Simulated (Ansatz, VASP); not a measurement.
One calculation of Ti, two programs

Contents of INCAR:

```
ALGO = Normal
EDIFF = 1E-6
EDIFFG = -0.01
ENCUT = 600
GGA = RE
IBRION = 2
ISIF = 3
ISMEAR = -1
IVDW = 13
LASPH = T
LCHARG = F
LREAL = F
LWAVE = F
NELM = 80
NSW = 60
PREC = Accurate
SIGMA = 0.05
```

The input KPOINTS:

```
k-points
0
Gamma
  11 11 11
```

Contents of POSCAR:

```
Ti
1.0
   -1.6410000000      1.6410000000      1.6410000000
    1.6410000000     -1.6410000000      1.6410000000
    1.6410000000      1.6410000000     -1.6410000000
Ti
1
Direct
    0.0000000000      0.0000000000      0.0000000000
```

input.yaml

```yaml
crystal:
  lattice:
    - [-1.641, 1.641, 1.641]
    - [1.641, -1.641, 1.641]
    - [1.641, 1.641, -1.641]
  atoms:
    - { symbol: Ti, position: [0.0, 0.0, 0.0] }
hamiltonian:
  xc: revpbe
  pseudopotentials: { kind: paw }
  dispersion: d4
kpoints:
  mp_grid: { grid: [11, 11, 11] }
scf:
  occupations: { method: fermi_dirac, width: 0.05 }
output:
  forces: true
  stress: true
relax:
  f_tol: 0.01
  max_steps: 40
  cell: { stress_tol: 0.05 }
```

Alike in both runs: task relaxation of cell and atoms; functional revPBE; dispersion D4; k mesh 11 × 11 × 11; occupations fermi-dirac, width 0.05 eV; no spin polarisation.

```csv
,VASP,Ansatz
version,VASP 6.6.1,Ansatz 0.2.0
potentials or method,"VASP PAW PBE potentials, release 64 (Ti_sv)",Ansatz PAW
plane-wave cutoff (eV),600,420
valence electrons in the cell,12,12
```

|  | VASP | Ansatz | Ansatz less VASP |
| --- | --- | --- | --- |
| relaxed volume (Å³/atom) | 17.11 | 17.15 | +0.047 |
| relaxed cell length with the largest relative difference (Å) | 2.811 | 2.814 | +0.0026 |

VASP's potentials were made for PBE, not for revPBE.

Noted on Ansatz's run: the plane-wave basis is chosen anew once the cell has moved, so the energies of steps on either side of that aren't comparable.
